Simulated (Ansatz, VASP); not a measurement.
**BeSe3 in VASP and in Ansatz**

```
CELL_PARAMETERS angstrom
3.61864 0.00000 0.00000
0.00000 3.61864 0.00000
0.00000 0.00000 17.50687
ATOMIC_POSITIONS crystal
Be 0.50000 0.50000 0.00000
Be 0.00000 0.00000 0.00000
Se 0.50000 0.00000 0.92252
Se 0.00000 0.50000 0.07748
Se 0.00000 0.50000 0.34385
Se 0.50000 0.00000 0.38496
Se 0.50000 0.00000 0.65615
Se 0.00000 0.50000 0.61504
```

Alike in both runs: functional PBE; k mesh 8 × 8 × 2; occupations gaussian, width 0.1 eV; no spin polarisation.

Ansatz relaxed the structure, and its values are those at the end. VASP's run is a single point on that final structure, the one shown.

|  | VASP | Ansatz |
| --- | --- | --- |
| version | VASP 6.6.1 | Ansatz 0.2.0 |
| potentials or method | VASP PAW PBE potentials, release 64 (Be, Se), cutoff 520 eV | scalar-relativistic, plane waves, PAW |
| valence electrons in the cell | 40 | 100 |

|  | VASP | Ansatz | Ansatz less VASP |
| --- | --- | --- | --- |
| gap on the k mesh at the Fermi level (eV) | none | none | - |
| pressure (GPa) | 0.1 | 0.0 | -0.07 |
| rms of the force components (eV/Å) | 0.010 | 0.000 | -0.0094 |

A gap of «none» marks a metal or a gap that the smearing closes. The functional is the same, so the differences come from potentials, cutoffs and numerics. VASP's potentials hold 40 valence electrons a cell and Ansatz's 100, so a difference there can come from the potentials and not from the codes.
